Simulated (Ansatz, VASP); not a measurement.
## LiH in VASP and in Ansatz

```
Li H
1.0
     3.13863    0.00000    0.00000
    -1.56931    2.71813    0.00000
     0.00000    0.00000    4.06907
Li H
2 2
Direct
  0.33333 0.66667 0.25000
  0.66667 0.33333 0.75000
  0.66667 0.33333 0.25000
  0.33333 0.66667 0.75000
```

Change from the starting cell: biaxial_xy strain -3.6%.

Alike in both runs: task single point; functional PBE; k mesh 12 × 12 × 6; occupations fermi-dirac, width 0.02 eV; no spin polarisation.

|  | VASP | Ansatz |
| --- | --- | --- |
| version | VASP 6.6.1 | Ansatz 0.2.0 |
| potentials or method | VASP PAW PBE potentials, release 64 (Li_sv, H) | plane waves, PAW |
| plane-wave cutoff (eV) | 520 | 420 |
| valence electrons in the cell | 8 | 8 |

VASP gave:

| Property | Result |
| --- | --- |
| gap on the k mesh at the Fermi level (eV) | 1.96 |

Problem. What did Ansatz give for the same quantities?

Solution. gap on the k mesh at the Fermi level (eV): 1.97.

Noted on VASP's run: the cutoff is short for stress, so the pressure is rough.
